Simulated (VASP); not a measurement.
Here is a VASP 6.6.1 calculation.

Contents of INCAR:

```
ALGO = Normal ; EDIFF = 1E-7
ENCUT = 520 ; GGA = PS
ISIF = 2 ; ISMEAR = 0
LASPH = T ; LCHARG = T
LELF = T ; LREAL = F
LVHAR = T ; LWAVE = F
NBANDS = 28 ; NELM = 100
PREC = Accurate ; SIGMA = 0.02
```

File KPOINTS:

```
k-points
0
Gamma
  9 9 9
```

POSCAR

```
BaTiO3
1.0
    2.7906440466      1.6111790915      2.2820118424
   -2.7906440466      1.6111790915      2.2820118424
    0.0000000000     -3.2223581831      2.2820118424
Ba Ti O
1 1 3
Direct
   -0.0001015001     -0.0001015001     -0.0001015001
    0.4918495202      0.4918495202      0.4918495202
    0.5080314823      0.5080314823      0.0113890152
    0.0113890152      0.5080314823      0.5080314823
    0.5080314823      0.0113890152      0.5080314823
```

Potentials or basis: VASP PAW PBE potentials, release 64 (Ba_sv, Ti_sv, O).

Run with:

```sh
$ cat potpaw_PBE.64/Ba_sv/POTCAR potpaw_PBE.64/Ti_sv/POTCAR potpaw_PBE.64/O/POTCAR > POTCAR
$ mpirun -np 1 vasp_std > vasp.out
```

(1) Predict the band gap on the k mesh.

(2) Estimate the largest force.

(3) Estimate the pressure.

## Answers

(1) 2.09 eV (least direct gap 2.26 eV).

(2) 0.037 eV/Å.

(3) 6.3 GPa.

Caveat: the cell stands under pressure; the PAW data sets were made with another functional, which shifts forces and pressure a little; spin-orbit coupling is left out, which moves the levels of the heavy elements; an odd mesh through Γ misses points on the zone boundary, where band edges can lie.
